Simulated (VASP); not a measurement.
A run of VASP 6.6.1:

The input INCAR:

```
SYSTEM = SiC
PREC = Accurate
ENCUT = 600
EDIFF = 1E-6
ISMEAR = 0
SIGMA = 0.02
LREAL = .FALSE.
LASPH = .TRUE.
NELM = 60
ALGO = Normal
ISIF = 3
LWAVE = .FALSE.
LCHARG = .FALSE.
GGA = PE
IBRION = 2
NSW = 100
EDIFFG = -0.002
```

Contents of KPOINTS:

```
Automatic mesh
0
G
  12 12 2
  0 0 0
```

File POSCAR:

```
SiC
1.0
    3.0766210100      0.0000000000      0.0000000000
   -1.5383105100      2.6644319500      0.0000000000
    0.0000000000      0.0000000000     15.0980843200
Si C
6 6
Direct
    0.3333333300      0.6666666700      0.8329861500
    0.6666666700      0.3333333300      0.3329861500
    0.6666666700      0.3333333300      0.6665006000
    0.3333333300      0.6666666700      0.1665006000
    0.0000000000      0.0000000000      0.4997294200
    0.0000000000      0.0000000000      0.9997294200
    0.0000000000      0.0000000000      0.8743664100
    0.0000000000      0.0000000000      0.3743664100
    0.3333333300      0.6666666700      0.7079967800
    0.6666666700      0.3333333300      0.2079967800
    0.6666666700      0.3333333300      0.5415216400
    0.3333333300      0.6666666700      0.0415216400
```

Potentials or basis: VASP PAW PBE potentials, release 64 (Si, C).

Launch:

```bash
$ cat potpaw_PBE.64/Si/POTCAR potpaw_PBE.64/C/POTCAR > POTCAR
$ mpirun -np 1 vasp_std > vasp.out
```

Hardware: 1 thread of Intel(R) Xeon(R) 6975P-C (Granite Rapids), on a shared host.

Q: Estimate the wall time of this run.

A: It took 5.3 min on 1 thread of Intel(R) Xeon(R) 6975P-C (Granite Rapids), on a shared host, peak memory 0.38 GiB. Counts: scf iterations 44, k points 38, ion steps 8.
